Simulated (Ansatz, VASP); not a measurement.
Two plane-wave programs on TiPt3

```
Ti Pt
1.0
     3.89700    0.00000    0.00000
     0.00000    3.89700    0.00000
     0.00000    0.00000    3.89700
Ti Pt
1 3
Direct
  0.00000 0.00000 0.00000
  0.00000 0.50000 0.50000
  0.50000 0.00000 0.50000
  0.50000 0.50000 0.00000
```

Alike in both runs: task relaxation of cell and atoms; functional PBE; k mesh 8 × 8 × 8; occupations fermi-dirac, width 0.1 eV; no spin polarisation.

```csv
,VASP,Ansatz
version,VASP 6.6.1,Ansatz 0.2.0
potentials or method,"VASP PAW PBE potentials, release 64 (Ti_sv, Pt), cutoff 600 eV",PAW plane waves
valence electrons in the cell,42,66
```

```csv
,VASP,Ansatz,Ansatz less VASP
"gap on the k mesh at the Fermi level, each at its own relaxed structure (eV)",none,none,-
relaxed volume (Å³/atom),15.37,15.39,+0.017
relaxed cell length with the largest relative difference (Å),3.947,3.948,+0.0014
```

A gap of «none» marks a metal or a gap that the smearing closes. VASP's potentials hold 42 valence electrons a cell and Ansatz's 66, so a difference there can come from the potentials and not from the codes.

Spin-orbit coupling is off throughout.
